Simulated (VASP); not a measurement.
# Cd (Im-3m) in VASP: single point with PBE

Aim: the single point of Cd with PBE.

Program: VASP 6.6.1. These are calculated values, not measurements. Logs are shortened: lines on timing, memory, paths and dates and some standing lists are left out, and cuts for length are marked.

## Step 1: The cell of the first run

It takes space group Im-3m (No. 229, cubic). The conventional cell has a = 3.600 Å, b = 3.600 Å, c = 3.600 Å, α = 90.00°, β = 90.00°, γ = 90.00°. Within 4.1 Å of Cd (site symmetry m-3m) lie 14 Cd at 3.12 to 3.60 Å.

This isn't the form of Cd at room conditions, which is hcp.

## Step 2: Single point, PBE

Contents of INCAR:

```
SYSTEM = Cd
PREC = Accurate ; ENCUT = 520
EDIFF = 1E-6 ; ISMEAR = 0
SIGMA = 0.05 ; LREAL = .False.
LASPH = .True. ; NELM = 60
ALGO = Fast ; ISIF = 2
LWAVE = .False. ; LCHARG = .True.
GGA = PE ; LELF = .True.
LVHAR = .True. ; NBANDS = 12
```

Contents of KPOINTS:

```
regular mesh
0
Gamma
  16 16 16
  0 0 0
```

Contents of POSCAR:

```
Cd
1.0
   -1.7999995603      1.7999995603      1.7999995603
    1.7999995603     -1.7999995603      1.7999995603
    1.7999995603      1.7999995603     -1.7999995603
Cd
1
Direct
    0.0000000000      0.0000000000      0.0000000000
```

Potentials or basis: VASP PAW PBE potentials, release 64 (Cd).

Launch:

```bash
$ cat potpaw_PBE.64/Cd/POTCAR > POTCAR
$ mpirun -np 1 vasp_std > vasp.out
```

OUTCAR:

```text
SYSTEM = Cd
   PREC = Accurate
   ENCUT = 520
   EDIFF = 1E-6
   ISMEAR = 0
   LREAL = .False.
   LASPH = .True.
   NELM = 60
   ISIF = 2
   GGA = PE

 ion  position               nearest neighbor table
   1  0.000  0.000  0.000-

  LATTYP: Found a body centered cubic cell.
 ALAT       =     3.5999991206

  Lattice vectors:

 A1 = (  -1.7999995603,   1.7999995603,   1.7999995603)
 A2 = (   1.7999995603,  -1.7999995603,   1.7999995603)
 A3 = (   1.7999995603,   1.7999995603,  -1.7999995603)

Analysis of symmetry for initial positions (statically):
=====================================================================
 Subroutine PRICEL returns:
 Original cell was already a primitive cell.

 Routine SETGRP: Setting up the symmetry group for a
 body centered cubic supercell.

 Subroutine GETGRP returns: Found 48 space group operations
 (whereof 48 operations were pure point group operations)
 out of a pool of 48 trial point group operations.

The static configuration has the point symmetry O_h .

Analysis of symmetry for dynamics (positions and initial velocities):
=====================================================================
 Subroutine PRICEL returns:
 Original cell was already a primitive cell.

 Routine SETGRP: Setting up the symmetry group for a
 body centered cubic supercell.

 Subroutine GETGRP returns: Found 48 space group operations
 (whereof 48 operations were pure point group operations)
 out of a pool of 48 trial point group operations.

The dynamic configuration has the point symmetry O_h .

 Subroutine INISYM returns: Found 48 space group operations
 (whereof 48 operations are pure point group operations),
 and found     1 'primitive' translations

----------------------------------------------------------------------------------------

                                     Primitive cell

  volume of cell :      23.3280

  direct lattice vectors                    reciprocal lattice vectors
    -1.799999560  1.799999560  1.799999560     0.000000000  0.277777846  0.277777846
     1.799999560 -1.799999560  1.799999560     0.277777846  0.000000000  0.277777846
     1.799999560  1.799999560 -1.799999560     0.277777846  0.277777846  0.000000000

  length of vectors
     3.117690692  3.117690692  3.117690692     0.392837197  0.392837197  0.392837197

  position of ions in fractional coordinates (direct lattice)
     0.000000000  0.000000000  0.000000000

  ion indices of the primitive-cell ions
   primitive index   ion index
                 1           1

----------------------------------------------------------------------------------------

 KPOINTS: regular mesh

Automatic generation of k-mesh.
 Grid dimensions read from file:
 generate k-points for:   16   16   16

 Generating k-lattice:

  Cartesian coordinates                     Fractional coordinates (reciprocal lattice)
     0.000000000  0.017361115  0.017361115     0.062500000  0.000000000  0.000000000
     0.017361115  0.000000000  0.017361115     0.000000000  0.062500000  0.000000000
     0.017361115  0.017361115  0.000000000     0.000000000  0.000000000  0.062500000

  Length of vectors
     0.024552325  0.024552325  0.024552325

  Shift w.r.t. Gamma in fractional coordinates (k-lattice)
     0.000000000  0.000000000  0.000000000

 Subroutine IBZKPT returns following result:
 ===========================================

 Found    145 irreducible k-points:

 Following reciprocal coordinates:
            Coordinates               Weight
  0.000000  0.000000  0.000000      1.000000
  0.062500  0.000000  0.000000     12.000000
  0.125000  0.000000  0.000000     12.000000
  0.187500  0.000000  0.000000     12.000000
  0.250000  0.000000  0.000000     12.000000
  0.312500  0.000000  0.000000     12.000000
[... 16 lines left out ...]
  0.187500  0.187500  0.000000     24.000000
  0.250000  0.187500 -0.000000     48.000000
 [... further k-points ...]
   k-points           NKPTS =    145   k-points in BZ     NKDIM =    145   number of bands    NBANDS=     12
   number of dos      NEDOS =    301   number of ions     NIONS =      1
   total plane-waves  NPLWV =  13824
   dimension x,y,z NGX =    24 NGY =   24 NGZ =   24
   dimension x,y,z NGXF=    48 NGYF=   48 NGZF=   48
   ions per type =               1
   NGX,Y,Z   is equivalent  to a cutoff of  12.80, 12.80, 12.80 a.u.
   NGXF,Y,Z  is equivalent  to a cutoff of  25.60, 25.60, 25.60 a.u.
 SYSTEM =  Cd
   PREC   = accura    normal or accurate (medium, high low for compatibility)
   ISTART =      0    job   : 0-new  1-cont  2-samecut
   ICHARG =      2    charge: 1-file 2-atom 10-const
   ISPIN  =      1    spin polarized calculation?
   LNONCOLLINEAR =      F non collinear calculations
   LSORBIT =      F    spin-orbit coupling
   LASPH  =      T    aspherical Exc in radial PAW
   ENCUT  =  520.0 eV  38.22 Ry    6.18 a.u.   5.80  5.80  5.80*2*pi/ulx,y,z
   NELM   =     60;   NELMIN=  2; NELMDL= -5     # of ELM steps
   EDIFF  = 0.1E-05   stopping-criterion for ELM
   LREAL  =      F    real-space projection
   EDIFFG = 0.1E-04   stopping-criterion for IOM
   NSW    =      0    number of steps for IOM
   IBRION =     -1    ionic relax: 0-MD 1-quasi-New 2-CG
   NFREE  =      0    steps in history (QN), initial steepest desc. (CG)
   ISIF   =      2    stress and relaxation
   ISYM   =      2    0-nonsym 1-usesym 2-fastsym
   POTIM  = 0.5000    time-step for ionic-motion
   TEBEG  =    0.0;   TEEND  =   0.0 temperature during run
   PSTRESS=    0.0 pullay stress
   NELECT =      12.0000    total number of electrons
   NUPDOWN=      -1.0000    fix difference up-down
   EMIN   =  10.00;   EMAX   =-10.00  energy-range for DOS
   EFERMI =   0.00;   METHOD = LEGACY
   ISMEAR =     0;   SIGMA  =   0.05  broadening in eV -4-tet -1-fermi 0-gaus
   EFERMI_NEDOS =   21; number of points for ismear=-14 and -15
   IALGO  =     68    algorithm
   IMIX   =      4    mixing-type and parameters
     AMIX     =   0.40;   BMIX     =  1.00
     AMIX_MAG =   1.60;   BMIX_MAG =  1.00
  volume/ion in A,a.u.               =      23.33       157.42
  Fermi-wavevector in a.u.,A,eV,Ry     =   1.311725  2.478801 23.410496  1.720623
  Thomas-Fermi vector in A             =   2.442167
   LORBIT       =      0    0 simple, 1 ext, 2 COOP (PROOUT), +10 PAW based schemes
   GGA     = PE    functional components
   LHFCALC =     F    Hartree Fock is set to
   AEXX    =    0.0000 exact exchange contribution
   IVDW    =     0    specifies the selected vdW correction
   LEPSILON=     F    determine dielectric tensor
   LRPA    =     F    only Hartree local field effects (RPA)
 non-spin polarized calculation
 RMM-DIIS sequential band-by-band and
 Gauss-broadening in eV      SIGMA  =   0.05
  energy-cutoff  :      520.00
  volume of cell :       23.33
 maximum number of plane-waves:       664
   NGX = 11   NGY = 11   NGZ = 11

 number of electron      12.0000007 magnetization

 Free energy of the ion-electron system (eV)
  ---------------------------------------------------
  ext. energy  EPLUGINS =         0.00000000
  ---------------------------------------------------
  free energy    TOTEN  =        -0.69501433 eV

  energy without entropy =       -0.69489494  energy(sigma->0) =       -0.69495463

 E-fermi :   2.4740     XC(G=0): -10.6400

 val. band max:        2.3665652358   @ k =   0.3750   0.1250   0.0625
 cond. band min:       2.5217364026   @ k =   0.5000   0.5000   0.2500
 fundamental gap:      0.1551711668
 Fermi energy:         2.4740499368

 k-point     1 :       0.0000    0.0000    0.0000
  band No.  band energies     occupation
      1      -6.6656      2.00000
      2      -6.6656      2.00000
      3      -6.6656      2.00000
      4      -6.0974      2.00000
      5      -6.0974      2.00000
      6      -5.9272      2.00000
      7      17.6572      0.00000
      8      17.6572      0.00000
      9      17.6572      0.00000
     10      17.9218      0.00000
     11      17.9218      0.00000
     12      17.9218      0.00000

 k-point     2 :       0.0625    0.0000    0.0000
  band No.  band energies     occupation
      1      -6.6766      2.00000
      2      -6.6615      2.00000
      3      -6.6327      2.00000
      4      -6.1098      2.00000
      5      -6.0970      2.00000
      6      -5.8246      2.00000
      7      16.3134      0.00000
      8      17.1626      0.00000
      9      17.3012      0.00000
     10      17.4825      0.00000
     11      17.6057      0.00000
     12      17.8850      0.00000

 k-point     3 :       0.1250    0.0000    0.0000
  band No.  band energies     occupation
      1      -6.7080      2.00000
      2      -6.6635      2.00000
      3      -6.5380      2.00000
      4      -6.1423      2.00000
      5      -6.0957      2.00000
      6      -5.5049      2.00000
      7      13.9120      0.00000
      8      16.0432      0.00000
      9      16.1067      0.00000
     10      17.0933      0.00000
     11      17.2263      0.00000
     12      18.2402      0.00000
[... 286 lines left out ...]
 k-point    23 :       0.1875    0.1875    0.0000
  band No.  band energies     occupation
      1      -6.8463      2.00000
      2      -6.6945      2.00000
      3      -6.2404      2.00000
      4      -6.2069      2.00000
      5      -6.0485      2.00000
      6      -2.9489      2.00000
      7       8.1233      0.00000
      8       8.9489      0.00000
      9      12.7638      0.00000
     10      17.4104      0.00000
     11      18.4434      0.00000
     12      21.0871      0.00000

 k-point    24 :       0.2500    0.1875   -0.0000
  band No.  band energies     occupation
      1      -6.8836      2.00000
      2      -6.7133      2.00000
      3      -6.2208      2.00000
      4      -6.1857      2.00000
      5      -5.9944      2.00000
      6      -1.8593      2.00000
      7       6.2765      0.00000
      8       8.0279      0.00000
      9      12.2045      0.00000
     10      17.3742      0.00000
     11      18.9557      0.00000
     12      21.4846      0.00000

 [... further k-points ...]
[... 5 lines left out ...]
  --------------------------------------------------------------------------------------
  -------------------------------------------------------------------------------------
  Total        0.0373274      0.0373274      0.0373274      0.0000000      0.0000000      0.0000000
  in kB        2.5636654      2.5636654      2.5636654      0.0000000      0.0000000      0.0000000
  external PRESSURE =       2.5636654 kB  Pullay stress =       0.0000000 kB

 VOLUME and BASIS-vectors are now :
 -----------------------------------------------------------------------------
  energy-cutoff  :      520.00
  volume of cell :       23.33
      direct lattice vectors                 reciprocal lattice vectors
    -1.799999560  1.799999560  1.799999560     0.000000000  0.277777846  0.277777846
     1.799999560 -1.799999560  1.799999560     0.277777846  0.000000000  0.277777846
     1.799999560  1.799999560 -1.799999560     0.277777846  0.277777846  0.000000000

 POSITION                                       TOTAL-FORCE (eV/Angst)
 -----------------------------------------------------------------------------------
      0.00000      0.00000      0.00000         0.000000      0.000000     -0.000000
 -----------------------------------------------------------------------------------
    total drift:                               -0.000000      0.000000     -0.000000

  FREE ENERGIE OF THE ION-ELECTRON SYSTEM (eV)
  ---------------------------------------------------
  free  energy   TOTEN  =        -0.6950143299 eV

  energy  without entropy=       -0.6948949386  energy(sigma->0) =       -0.69495463
```

Run time: 36 s. Hardware: 1 thread of Intel Xeon 8259CL, shared host; peak memory 0.16 GiB.

What came out:

* Free energy: -0.6950 eV
* Pressure: 0.3 GPa
* Band gap on the k mesh: zero (bands 6 and 7 overlap by 4.40 eV)
